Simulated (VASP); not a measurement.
# NaAl2O3 (Cm) in VASP: a series of runs

NaAl2O3 is run at these levels: PBE; tasks: single point.

All numbers are computed with VASP 6.6.1; they aren't measurements. Logs are shortened: lines on timing, memory, paths and dates and some standing lists are left out, and cuts for length are marked.

## Step 1: The cell of the first run

The typed cell holds 6 atoms: a = 5.285 Å, b = 5.285 Å, c = 3.337 Å, α = 90.01°, β = 90.01°, γ = 120.00°.

## Step 2: Single point, PBE (13.45 Å³/atom)

INCAR

```
  PREC = Accurate
  ENCUT = 520
  EDIFF = 1E-7
  ISMEAR = 0
  SIGMA = 0.1
  LREAL = F
  LASPH = T
  NELM = 80
  ALGO = Normal
  ISIF = 2
  LWAVE = F
  LCHARG = F
  GGA = PE
  NBANDS = 24
```

KPOINTS

```
regular mesh
0
Gamma
  8 8 8
```

POSCAR

```
NaAl2O3
1.0
    2.6300152748     -4.5767388165      0.2552750085
    2.6300152748      4.5767388165      0.2552750085
   -0.3232780598      0.0000000000      3.3208524799
Na Al O
1 2 3
Direct
    0.6045078030      0.6045078030      0.3090771595
    0.9378411369      0.2711744644      0.8090768148
    0.2711744644      0.9378411369      0.8090768148
    0.6045084381      0.2601068674      0.8091011727
    0.2601068674      0.6045084381      0.8091011727
    0.9489098700      0.9489098700      0.8090288958
```

Potentials or basis: VASP PAW PBE potentials, release 64 (Na_pv, Al, O).

Started as:

```
$ cat potpaw_PBE.64/Na_pv/POTCAR potpaw_PBE.64/Al/POTCAR potpaw_PBE.64/O/POTCAR > POTCAR
$ mpirun -np 1 vasp_std > vasp.out
```

OUTCAR:

```text
PREC = Accurate
   ENCUT = 520
   EDIFF = 1E-7
   ISMEAR = 0
   LREAL = F
   LASPH = T
   NELM = 80
   ISIF = 2
   GGA = PE

 ion  position               nearest neighbor table
   1  0.605  0.605  0.309-
   2  0.938  0.271  0.809-   4 1.73   6 1.73   5 1.73   3 3.05   3 3.05   3 3.05
   3  0.271  0.938  0.809-   5 1.73   6 1.73   4 1.73   2 3.05   2 3.05   2 3.05
   4  0.605  0.260  0.809-   2 1.73   3 1.73
   5  0.260  0.605  0.809-   3 1.73   2 1.73
   6  0.949  0.949  0.809-   2 1.73   3 1.73

  LATTYP: Found a base centered monoclinic cell.
 ALAT       =     5.2847500133
 B/A-ratio  =     1.7320549903
 C/A-ratio  =     0.6313544804
 COS(beta)  =    -0.0002830617

  Lattice vectors:

 A1 = (   2.6300152748,  -4.5767388165,   0.2552750085)
 A2 = (   2.6300152748,   4.5767388165,   0.2552750085)
 A3 = (  -0.3232780598,   0.0000000000,   3.3208524799)

Analysis of symmetry for initial positions (statically):
=====================================================================
 Subroutine PRICEL returns:
 Original cell was already a primitive cell.

 Routine SETGRP: Setting up the symmetry group for a
 base centered monoclinic supercell.

 Subroutine GETGRP returns: Found  2 space group operations
 (whereof  2 operations were pure point group operations)
 out of a pool of  4 trial point group operations.

The static configuration has the point symmetry C_1h.

Analysis of symmetry for dynamics (positions and initial velocities):
=====================================================================
 Subroutine PRICEL returns:
 Original cell was already a primitive cell.

 Routine SETGRP: Setting up the symmetry group for a
 base centered monoclinic supercell.

 Subroutine GETGRP returns: Found  2 space group operations
 (whereof  2 operations were pure point group operations)
 out of a pool of  4 trial point group operations.

The dynamic configuration has the point symmetry C_1h.

 Subroutine INISYM returns: Found  2 space group operations
 (whereof  2 operations are pure point group operations),
 and found     1 'primitive' translations

----------------------------------------------------------------------------------------

                                     Primitive cell

  volume of cell :      80.7009

  direct lattice vectors                    reciprocal lattice vectors
     2.630015275 -4.576738816  0.255275009     0.188333439 -0.109248096  0.018333867
     2.630015275  4.576738816  0.255275009     0.188333439  0.109248096  0.018333867
    -0.323278060  0.000000000  3.320852480    -0.028954505  0.000000000  0.298308838

  length of vectors
     5.284759585  5.284759585  3.336550599     0.218496594  0.218496594  0.299710737

  position of ions in fractional coordinates (direct lattice)
     0.604507803  0.604507803  0.309077159
     0.937841137  0.271174464  0.809076815
     0.271174464  0.937841137  0.809076815
     0.604508438  0.260106867  0.809101173
     0.260106867  0.604508438  0.809101173
     0.948909870  0.948909870  0.809028896

  ion indices of the primitive-cell ions
   primitive index   ion index
                 1           1
                 2           2
                 3           3
                 4           4
                 5           5
                 6           6

----------------------------------------------------------------------------------------

 KPOINTS: regular mesh

Automatic generation of k-mesh.
 Grid dimensions read from file:
 generate k-points for:    8    8    8

 Generating k-lattice:

  Cartesian coordinates                     Fractional coordinates (reciprocal lattice)
     0.023541680 -0.013656012  0.002291733     0.125000000  0.000000000  0.000000000
     0.023541680  0.013656012  0.002291733     0.000000000  0.125000000  0.000000000
    -0.003619313  0.000000000  0.037288605     0.000000000  0.000000000  0.125000000

  Length of vectors
     0.027312074  0.027312074  0.037463842

  Shift w.r.t. Gamma in fractional coordinates (k-lattice)
     0.000000000  0.000000000  0.000000000

 Subroutine IBZKPT returns following result:
 ===========================================

 Found    150 irreducible k-points:

 Following reciprocal coordinates:
            Coordinates               Weight
  0.000000  0.000000  0.000000      1.000000
  0.125000  0.000000 -0.000000      4.000000
  0.250000  0.000000 -0.000000      4.000000
  0.375000  0.000000 -0.000000      4.000000
  0.500000  0.000000 -0.000000      2.000000
  0.125000  0.125000 -0.000000      2.000000
[... 16 lines left out ...]
  0.125000  0.000000  0.125000      4.000000
  0.250000  0.000000  0.125000      4.000000
 [... further k-points ...]
   k-points           NKPTS =    150   k-points in BZ     NKDIM =    150   number of bands    NBANDS=     24
   number of dos      NEDOS =    301   number of ions     NIONS =      6
   total plane-waves  NPLWV =  44800
   dimension x,y,z NGX =    40 NGY =   40 NGZ =   28
[... 75 lines left out ...]
      5     -14.8013      2.00000
      6     -14.8012      2.00000
[... 16 lines left out ...]
     23      12.6142      0.00000
     24      13.8193      0.00000

 k-point     2 :       0.1250    0.0000   -0.0000
  band No.  band energies     occupation
      1     -18.8766      2.00000
      2     -18.8759      2.00000
      3     -18.7735      2.00000
      4     -15.6754      2.00000
      5     -14.8295      2.00000
      6     -14.8135      2.00000
[... 16 lines left out ...]
     23      13.1984      0.00000
     24      13.7103      0.00000

 k-point     3 :       0.2500    0.0000   -0.0000
  band No.  band energies     occupation
      1     -18.8788      2.00000
      2     -18.8764      2.00000
      3     -18.7735      2.00000
      4     -15.5756      2.00000
      5     -14.9138      2.00000
      6     -14.8415      2.00000
[... 16 lines left out ...]
     23      13.6849      0.00000
     24      14.0960      0.00000

 k-point     4 :       0.3750    0.0000   -0.0000
  band No.  band energies     occupation
      1     -18.8810      2.00000
      2     -18.8770      2.00000
      3     -18.7734      2.00000
      4     -15.4320      2.00000
      5     -15.0436      2.00000
      6     -14.8679      2.00000
[... 16 lines left out ...]
     23      13.9766      0.00000
     24      14.5971      0.00000

 k-point     5 :       0.5000    0.0000   -0.0000
  band No.  band energies     occupation
      1     -18.8819      2.00000
      2     -18.8772      2.00000
      3     -18.7734      2.00000
      4     -15.3209      2.00000
      5     -15.1496      2.00000
      6     -14.8784      2.00000
[... 16 lines left out ...]
     23      13.6433      0.00000
     24      15.0722      0.00000

 k-point     6 :       0.1250    0.1250   -0.0000
  band No.  band energies     occupation
      1     -18.8781      2.00000
      2     -18.8764      2.00000
      3     -18.7735      2.00000
      4     -15.6078      2.00000
      5     -14.8809      2.00000
      6     -14.8387      2.00000
[... 16 lines left out ...]
     23      13.5344      0.00000
     24      13.8590      0.00000
[... 379 lines left out ...]
 k-point    21 :       0.5000    0.5000   -0.0000
  band No.  band energies     occupation
      1     -18.8819      2.00000
      2     -18.8772      2.00000
      3     -18.7734      2.00000
      4     -15.3209      2.00000
      5     -15.1496      2.00000
      6     -14.8784      2.00000
[... 16 lines left out ...]
     23      13.6433      0.00000
     24      15.0704      0.00000

 k-point    22 :       0.0000    0.0000    0.1250
  band No.  band energies     occupation
      1     -18.8721      2.00000
      2     -18.8721      2.00000
      3     -18.7883      2.00000
      4     -15.6754      2.00000
      5     -14.7888      2.00000
      6     -14.7887      2.00000
[... 16 lines left out ...]
     23      12.7961      0.00000
     24      13.1926      0.00000

 k-point    23 :       0.1250    0.0000    0.1250
  band No.  band energies     occupation
      1     -18.8730      2.00000
      2     -18.8723      2.00000
      3     -18.7882      2.00000
      4     -15.6414      2.00000
      5     -14.8167      2.00000
      6     -14.8003      2.00000
[... 16 lines left out ...]
     23      13.2559      0.00000
     24      13.7369      0.00000

 k-point    24 :       0.2500    0.0000    0.1250
  band No.  band energies     occupation
      1     -18.8749      2.00000
      2     -18.8728      2.00000
      3     -18.7878      2.00000
      4     -15.5452      2.00000
      5     -14.8991      2.00000
      6     -14.8267      2.00000
[... 16 lines left out ...]
     23      14.0222      0.00000
     24      14.4011      0.00000

 [... further k-points ...]

------------------------ aborting loop because EDIFF is reached ----------------------------------------

  FORCE on cell =-STRESS in cart. coord.  units (eV):
  Direction    XX          YY          ZZ          XY          YZ          ZX
  --------------------------------------------------------------------------------------
  -------------------------------------------------------------------------------------
  Total        2.9213225      2.9231260      2.7198058      0.0000000      0.0000000      0.0209435
  in kB       57.9978379     58.0336450     53.9970705      0.0000000      0.0000000      0.4157971
  external PRESSURE =      56.6761844 kB  Pullay stress =       0.0000000 kB

 VOLUME and BASIS-vectors are now :
 -----------------------------------------------------------------------------
  energy-cutoff  :      520.00
  volume of cell :       80.70
      direct lattice vectors                 reciprocal lattice vectors
     2.630015275 -4.576738816  0.255275009     0.188333439 -0.109248096  0.018333867
     2.630015275  4.576738816  0.255275009     0.188333439  0.109248096  0.018333867
    -0.323278060  0.000000000  3.320852480    -0.028954505  0.000000000  0.298308838

 POSITION                                       TOTAL-FORCE (eV/Angst)
 -----------------------------------------------------------------------------------
      3.07981      0.00000      1.33503        -0.000213     -0.000000      0.000077
      2.91817     -3.05116      2.99546         0.000080     -0.000015      0.000038
      2.91817      3.05116      2.99546         0.000080      0.000015      0.000038
      2.01239     -1.57624      2.90762         0.007698      0.013164      0.000577
      2.01239      1.57624      2.90762         0.007698     -0.013164      0.000577
      4.72975      0.00000      3.17113        -0.015342     -0.000000     -0.001307
 -----------------------------------------------------------------------------------
    total drift:                               -0.000267     -0.000000     -0.000192

  FREE ENERGIE OF THE ION-ELECTRON SYSTEM (eV)
  ---------------------------------------------------
  free  energy   TOTEN  =       -36.5217570574 eV

  energy  without entropy=      -36.5173612740  energy(sigma->0) =      -36.51955917
```

Run time: 2.6 min. Hardware: 1 thread of AMD EPYC 9R45 (Zen 5), shared host; peak memory 0.33 GiB.

Results:

```
Free energy            : -36.5218 eV
Pressure               : 5.7 GPa
Largest force          : 0.015 eV/Å
Band gap on the k mesh : zero (an odd number of electrons rules out a gap without spin polarisation)
```

Forces on the atoms (eV/Å):
```
Na   0.000  0.000  0.000
Al   0.000  0.000  0.000
Al   0.000  0.000  0.000
O    0.008  0.013  0.001
O    0.008 -0.013  0.001
O   -0.015  0.000 -0.001
```

Levels at points of the mesh, in eV from the Fermi level:
```csv
k point,band 13,band 14,band 15,band 16,band 17,band 18
"(0.00, 0.00, 0.00)",-5.37,-4.62,-4.62,-2.48,2.10,4.47
"(0.50, 0.00, 0.00)",-5.11,-4.91,-4.68,-0.71,0.24,3.05
"(0.50, 0.50, 0.00)",-5.11,-4.91,-4.68,-0.71,0.24,3.05
"(0.00, 0.00, 0.50)",-5.67,-5.28,-5.28,0.14,1.57,2.45
"(0.50, 0.00, 0.50)",-5.84,-5.45,-5.14,0.23,0.89,4.06
"(0.50, 0.50, 0.50)",-5.84,-5.45,-5.14,0.23,0.89,4.06
```

Caveat: the cell stands under pressure; an odd number of electrons without spin polarisation forces a metal; a magnetic or distorted state may lie lower.

## Step 3: Single point, PBE (13.91 Å³/atom)

This run uses another cell than the first one, of 13.91 Å³/atom.

INCAR

```
ALGO     = Normal         # electronic algorithm
EDIFF    = 1E-6           # SCF threshold, eV
ENCUT    = 520            # plane-wave cutoff, eV
GGA      = PE             # functional
ISIF     = 2              # what is computed and relaxed
ISMEAR   = 0              # smearing method
LASPH    = T              # aspherical terms in the spheres
LCHARG   = T              # write CHGCAR
LELF     = T              # ELF
LREAL    = F              # projectors in reciprocal space
LVHAR    = T            
LWAVE    = F              # write WAVECAR
NBANDS   = 24             # bands
NELM     = 60             # most SCF steps
PREC     = Accurate       # precision mode
SIGMA    = 0.1            # smearing width, eV
```

KPOINTS

```
k-points
0
Gamma
  8 8 8
```

POSCAR

```
NaAl2O3
1.0
    2.6456801345     -4.6039247377      0.2562946851
    2.6456801345      4.6039247377      0.2562946851
   -0.3309746868      0.0000000000      3.3935753720
Na Al O
1 2 3
Direct
    0.6045074334      0.6045074334      0.3090771542
    0.9378413016      0.2711743443      0.8090768040
    0.2711743443      0.9378413016      0.8090768040
    0.6045087313      0.2571295919      0.8091638097
    0.2571295919      0.6045087313      0.8091638097
    0.9518871774      0.9518871774      0.8089036486
```

Potentials or basis: VASP PAW PBE potentials, release 64 (Na_pv, Al, O).

Started as:

```
$ cat potpaw_PBE.64/Na_pv/POTCAR potpaw_PBE.64/Al/POTCAR potpaw_PBE.64/O/POTCAR > POTCAR
$ mpirun -np 1 vasp_std > vasp.out
```

Wall time 2.5 min (1 thread of AMD EPYC 9R45 (Zen 5), shared host); peak memory 0.34 GiB.

It converged, with:

* Free energy: -36.6021 eV
* Pressure: 3.8 GPa
* Largest force: 0.017 eV/Å
* Band gap on the k mesh: zero (an odd number of electrons rules out a gap without spin polarisation)

Forces on the atoms (eV/Å):
```
Na   0.000  0.000  0.000
Al   0.000  0.000  0.000
Al   0.000  0.000  0.000
O    0.008  0.015  0.001
O    0.008 -0.015  0.001
O   -0.017  0.000 -0.001
```

Stress tensor (GPa, compression positive):
```
3.91 0.00 0.04
0.00 3.92 0.00
0.04 0.00 3.56
```

Levels at points of the mesh, in eV from the Fermi level:
```tsv
k point	band 12	band 13	band 14	band 15	band 16	band 17	band 18	band 19
(0.00, 0.00, 0.00)	-5.33	-5.33	-4.63	-4.63	-2.45	2.16	4.46	4.46
(0.50, 0.00, 0.00)	-5.19	-5.13	-4.93	-4.68	-0.70	0.27	3.02	4.00
(0.50, 0.50, 0.00)	-5.19	-5.13	-4.93	-4.68	-0.70	0.27	3.02	4.00
(0.00, 0.00, 0.50)	-5.57	-5.57	-5.25	-5.25	0.25	1.57	2.27	3.92
(0.50, 0.00, 0.50)	-6.28	-5.73	-5.41	-5.08	0.33	0.94	3.94	4.27
(0.50, 0.50, 0.50)	-6.28	-5.73	-5.41	-5.08	0.33	0.94	3.94	4.27
```

Caveat: the cell stands under pressure; an odd number of electrons without spin polarisation forces a metal; a magnetic or distorted state may lie lower.

## Step 4: Single point, PBE

This run uses another cell than the first one, of 15.28 Å³/atom.

INCAR

```
SYSTEM = NaAl2O3
ALGO = Normal
EDIFF = 1E-6
ENCUT = 520
GGA = PE
ISIF = 2
ISMEAR = 0
LASPH = .TRUE.
LCHARG = .TRUE.
LELF = .TRUE.
LREAL = .FALSE.
LVHAR = .TRUE.
LWAVE = .FALSE.
NBANDS = 24
NELM = 80
PREC = Accurate
SIGMA = 0.1
```

KPOINTS

```
k-points
0
G
  8 8 8
  0 0 0
```

POSCAR

```
NaAl2O3
1.0
    2.6885797514     -4.6761705924      0.2460774224
    2.6885797514      4.6761705924      0.2460774224
   -0.3709478898      0.0000000000      3.6131874692
Na Al O
1 2 3
Direct
    0.6044393731      0.6044393731      0.3090597872
    0.9378445556      0.2711839931      0.8091177553
    0.2711839931      0.9378445556      0.8091177553
    0.6045252717      0.2482675802      0.8111588829
    0.2482675802      0.6045252717      0.8111588829
    0.9607878063      0.9607878063      0.8048489666
```

Started as:

```
$ cat potpaw_PBE.64/Na_pv/POTCAR potpaw_PBE.64/Al/POTCAR potpaw_PBE.64/O/POTCAR > POTCAR
$ mpirun -np 1 vasp_std > vasp.out
```

It took 2.5 min on 1 thread of AMD EPYC 9R45 (Zen 5), shared host; peak memory 0.36 GiB.

Results (log left out):

```yaml
Free_energy: -36.6900 eV
Pressure: 0.0 GPa
Largest_force: 0.009 eV/Å
Band_gap_on_the_k_mesh: zero (an odd number of electrons rules out a gap without spin polarisation)
```

Forces in eV/Å, atoms in the order of the input:
```
Na   0.001  0.000  0.000
Al   0.000  0.000  0.000
Al   0.000  0.000  0.000
O    0.004  0.007  0.000
O    0.004 -0.007  0.000
O   -0.009  0.000  0.000
```

Stress tensor (GPa, compression positive):
```
 0.11  0.00  0.07
 0.00  0.12  0.00
 0.07  0.00 -0.11
```

Levels at points of the mesh, in eV from the Fermi level:
| k point | band 12 | band 13 | band 14 | band 15 | band 16 | band 17 | band 18 | band 19 |
| --- | --- | --- | --- | --- | --- | --- | --- | --- |
| (0.00, 0.00, 0.00) | -5.23 | -5.23 | -4.63 | -4.63 | -2.35 | 2.36 | 4.45 | 4.45 |
| (0.50, 0.00, 0.00) | -5.19 | -4.99 | -4.96 | -4.68 | -0.64 | 0.36 | 2.96 | 3.88 |
| (0.50, 0.50, 0.00) | -5.19 | -4.98 | -4.96 | -4.69 | -0.64 | 0.36 | 2.96 | 3.88 |
| (0.00, 0.00, 0.50) | -5.31 | -5.31 | -5.17 | -5.17 | 0.55 | 1.55 | 1.82 | 4.03 |
| (0.50, 0.00, 0.50) | -6.08 | -5.45 | -5.30 | -4.91 | 0.60 | 1.08 | 3.57 | 3.76 |
| (0.50, 0.50, 0.50) | -6.08 | -5.45 | -5.30 | -4.91 | 0.60 | 1.08 | 3.58 | 3.74 |

Caveat: an odd number of electrons without spin polarisation forces a metal; a magnetic or distorted state may lie lower.

## Step 5: The runs side by side

| cell | gap on the mesh (eV) | pressure (GPa) | largest force (eV/Å) |
| --- | --- | --- | --- |
| a = 5.285, b = 5.285, c = 3.337 Å, angles 90.0, 90.0, 120.0°, 6 atoms, atomic positions A | none | 5.7 | 0.02 |
| a = 5.316, b = 5.316, c = 3.410 Å, angles 90.0, 90.0, 120.0°, 6 atoms, atomic positions B | none | 3.8 | 0.02 |
| a = 5.400, b = 5.400, c = 3.632 Å, angles 90.3, 90.3, 120.0°, 6 atoms, atomic positions C | none | 0.0 | 0.01 |

Alike in all rows: task single point; level PBE; potentials or basis VASP PAW PBE potentials, release 64 (Na_pv, Al, O); no spin polarisation; k mesh 8 × 8 × 8; cutoff (eV) 520; smearing gaussian 0.1 eV.

Caveats: an odd number of electrons without spin polarisation forces a metal; a magnetic or distorted state may lie lower; the cell stands under pressure (at least some runs).

Absolute energies hang on the potentials; compare differences alone.
